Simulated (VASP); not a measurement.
Set up this calculation in VASP 6.6.1, as the native input.

- Task: single point
- Functional: PBE
- Potentials or basis: VASP PAW PBE potentials, release 64 (Be, Cl)
- Cutoff: 520 eV
- k mesh: 6 × 4 × 1
- Occupations: gaussian, width 0.1 eV
- Spin: no spin polarisation
- Dipole correction: yes
- Further INCAR settings: LREAL = Auto; ALGO = Normal; EDIFF = 1e-07; NBANDS = 46

The structure of Be24Cl lies in POSCAR:

```
Be24Cl
1.0
    4.5254381414      0.0000000000      0.0000000000
    0.0000000000      7.1336190818      0.0000000000
    0.0000000000      0.0000000000     19.8685529777
Be Cl
24 1
Direct
    0.0000000000      0.3750000000      0.2013231665
    0.0000000000      0.8750000000      0.2013231665
    0.5000000000      0.3750000000      0.2013231665
    0.5000000000      0.8750000000      0.2013231665
    0.2500000000      0.1250000000      0.2341987732
    0.2500000000      0.6250000000      0.2341987732
    0.7500000000      0.1250000000      0.2341987732
    0.7500000000      0.6250000000      0.2341987732
    0.2500000000      0.3750000000      0.2999499865
    0.2500000000      0.8750000000      0.2999499865
    0.7500000000      0.3750000000      0.2999499865
    0.7500000000      0.8750000000      0.2999499865
    0.0000000000      0.1250000000      0.3268353583
    0.0000000000      0.6250000000      0.3268353583
    0.5000000000      0.1250000000      0.3268353583
    0.5000000000      0.6250000000      0.3268353583
    0.0000000000      0.3750000000      0.3993099146
    0.0000000000      0.8750000000      0.3993099146
    0.5000000000      0.3750000000      0.3993099146
    0.5000000000      0.8750000000      0.3993099146
    0.2500000000      0.1250000000      0.4211958962
    0.2500000000      0.6250000000      0.4211958962
    0.7500000000      0.1250000000      0.4211958962
    0.7500000000      0.6250000000      0.4211958962
    0.2500000000      0.3125000000      0.5070259246
```

These files were run (other wordings do the same):

INCAR

```
PREC = Accurate
ENCUT = 520
EDIFF = 1E-7
ISMEAR = 0
SIGMA = 0.1
LREAL = Auto
LASPH = T
NELM = 80
ALGO = Normal
ISIF = 2
LWAVE = F
LCHARG = F
LDIPOL = T
IDIPOL = 3
DIPOL = 0.5 0.5 0.322
GGA = PE
NBANDS = 46
```

KPOINTS

```
regular mesh
0
Gamma
  6 4 1
```

Potentials or basis: VASP PAW PBE potentials, release 64 (Be, Cl).

Run with:

```sh
$ cat potpaw_PBE.64/Be/POTCAR potpaw_PBE.64/Cl/POTCAR > POTCAR
$ mpirun -np 1 vasp_std > vasp.out
```

Results of the run:

| Quantity | Value |
| --- | --- |
| Largest force | 0.845 eV/Å |
| Band gap on the k mesh | zero (an odd number of electrons rules out a gap without spin polarisation) |

Caveat: an odd number of electrons without spin polarisation forces a metal; a magnetic or distorted state may lie lower.

Wall time 18 min on 1 thread of Oxide Virtual Turin-like Processor, on a shared host, peak memory 0.66 GiB.
